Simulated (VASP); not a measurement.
SrTiO3, 5 atoms in the cell. It takes space group P4/mmm (No. 123, tetragonal). Conventional cell: a = 3.907 Å, b = 3.907 Å, c = 3.809 Å, α = 90.00°, β = 90.00°, γ = 90.00°. Sr (site symmetry 4/mmm) has 12 O at 2.73 to 2.76 Å and 8 Ti at 3.36 Å within 3.6 Å. Ti (site symmetry 4/mmm) has 6 O at 1.90 to 1.95 Å within 2.5 Å. Within 2.5 Å of O (site symmetry 4/mmm) lie 2 Ti at 1.90 Å. O (site symmetry mmm) has 2 Ti at 1.95 Å within 2.6 Å.  This cell differs from its parent crystal: uniaxial z strain -2.5%.

```yaml
Program: VASP 6.6.1
Task: single point
Functional: PBE
Potentials_or_basis: VASP PAW PBE potentials, release 64 (Sr_sv, Ti_sv, O)
Cutoff: 520 eV
k_mesh: 6 × 6 × 6
Occupations: fermi-dirac, width 0.02 eV
Spin: no spin polarisation
Dipole_correction: no
Further_INCAR_settings: ALGO = Normal; EDIFF = 1e-06; NBANDS = 28
```

Potentials or basis: VASP PAW PBE potentials, release 64 (Sr_sv, Ti_sv, O).

The run is started by

```sh
$ cat potpaw_PBE.64/Sr_sv/POTCAR potpaw_PBE.64/Ti_sv/POTCAR potpaw_PBE.64/O/POTCAR > POTCAR
$ mpirun -np 1 vasp_std > vasp.out
```

Hardware: 1 thread of Intel Xeon 8259CL (shared host).

How long does it take, and how much memory?

Wall time 99 s on 1 thread of Intel Xeon 8259CL (shared host), peak memory 0.21 GiB. Counts: scf iterations 16, k points 40.
